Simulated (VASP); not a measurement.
Set up this calculation in VASP 6.6.1, as the native input.

| Item | Value |
| --- | --- |
| Task | single point |
| Functional | HSE06 |
| Potentials or basis | VASP PAW PBE potentials, release 64 (Na_pv, Ca_sv, F) |
| Cutoff | 520 eV |
| k mesh | 4 × 4 × 4 |
| Occupations | gaussian, width 0.01 eV |
| Spin | no spin polarisation |
| Dipole correction | no |
| Grid for exact exchange (PRECFOCK) | Fast |
| Further INCAR settings | ALGO = Normal; EDIFF = 1e-06; NBANDS = 27 |
| Share of exact exchange | 0.25 |
| Screening parameter | 0.2079 1/Å |

Crystal: NaCaF3.

```
Na Ca F
1.0
     4.16154    0.00000    0.00000
     0.00000    4.16154    0.00000
     0.00000    0.00000    4.16154
Na Ca F
1 1 3
Direct
  0.00000 0.00000 0.00000
  0.50000 0.50000 0.50000
  0.50000 0.50000 0.00000
  0.50000 0.00000 0.50000
  0.00000 0.50000 0.50000
```

This cell differs from its parent crystal: strain -5.0%.

One way to write it, as run:

POSCAR

```
NaCaF3
1.0
    4.1615368923      0.0000000000      0.0000000000
    0.0000000000      4.1615368923      0.0000000000
    0.0000000000      0.0000000000      4.1615368923
Na Ca F
1 1 3
Direct
    0.0000000000      0.0000000000      0.0000000000
    0.5000000000      0.5000000000      0.5000000000
    0.5000000000      0.5000000000      0.0000000000
    0.5000000000      0.0000000000      0.5000000000
    0.0000000000      0.5000000000      0.5000000000
```

INCAR.step1

```
SYSTEM = NaCaF3
PREC = Accurate
ENCUT = 520
EDIFF = 1E-5
ISMEAR = 0
SIGMA = 0.01
LREAL = .FALSE.
LASPH = .TRUE.
NELM = 60
ALGO = Normal
ISIF = 2
LWAVE = .TRUE.
LCHARG = .FALSE.
NBANDS = 27
GGA = PE
```

INCAR.step2

```
SYSTEM = NaCaF3
PREC = Accurate
ENCUT = 520
EDIFF = 1E-6
ISMEAR = 0
SIGMA = 0.01
LREAL = .FALSE.
LASPH = .TRUE.
NELM = 60
ALGO = Normal
ISIF = 2
LWAVE = .FALSE.
LCHARG = .FALSE.
GGA = PE
LHFCALC = .TRUE.
HFSCREEN = 0.2079
PRECFOCK = Fast
NBANDS = 27
ISTART = 1
```

KPOINTS

```
regular mesh
0
G
  4 4 4
  0 0 0
```

Potentials or basis: VASP PAW PBE potentials, release 64 (Na_pv, Ca_sv, F).

Command:

```console
$ cat potpaw_PBE.64/Na_pv/POTCAR potpaw_PBE.64/Ca_sv/POTCAR potpaw_PBE.64/F/POTCAR > POTCAR
$ cp INCAR.step1 INCAR
$ mpirun -np 1 vasp_std > vasp.out
$ cp INCAR.step2 INCAR
$ mpirun -np 1 vasp_std > vasp.out
```

Results of the run:

```json
{"Pressure": "13.3 GPa", "Band gap on the k mesh": "7.59 eV"}
```

Caveat: the cell differs from its parent crystal (strain -5.0%); the cell stands under pressure; the PAW data sets were made with another functional, which shifts forces and pressure a little.

It took 31 min on 1 thread of Intel Xeon 8259CL (shared host), peak memory 0.3 GiB.
